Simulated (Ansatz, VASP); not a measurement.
## Two plane-wave programs on CdS

```xyz
2
Lattice="0.0000 2.7354 2.9100 2.9100 0.0000 2.9100 2.9100 2.7354 0.0000" Properties=species:S:1:pos:R:3 pbc="T T T"
Cd    0.0000    0.0000    0.0000
S     4.3650    4.1031    4.3650
```

Change from the starting cell: strain -0.0600 x Voigt [0, 1, 0, 0, 0, 0], atoms carried along.

Alike in both runs: task single point; functional r2SCAN; k mesh 8 × 8 × 8; occupations gaussian, width 0.05 eV; no spin polarisation.

```csv
,VASP,Ansatz
version,VASP 6.6.1,Ansatz 0.2.0
potentials or method,"VASP PAW PBE potentials, release 64 (Cd, S), cutoff 520 eV","scalar-relativistic, plane waves, PAW"
valence electrons in the cell,18,26
```

Ansatz gave:

- gap on the k mesh at the Fermi level (eV): 1.63
- least direct gap on the mesh (eV): 1.63
- pressure (GPa): 6.6
- traceless stress, the component that is largest in VASP (GPa): 0.31

Question: What did VASP give for the same quantities?

Answer: gap on the k mesh at the Fermi level (eV): 1.63; least direct gap on the mesh (eV): 1.63; pressure (GPa): 7.1; traceless stress, the component that is largest in VASP (GPa): 0.29.

VASP's potentials were made for PBE, not for r2SCAN. VASP's potentials hold 18 valence electrons a cell and Ansatz's 26, so a difference there can come from the potentials and not from the codes.
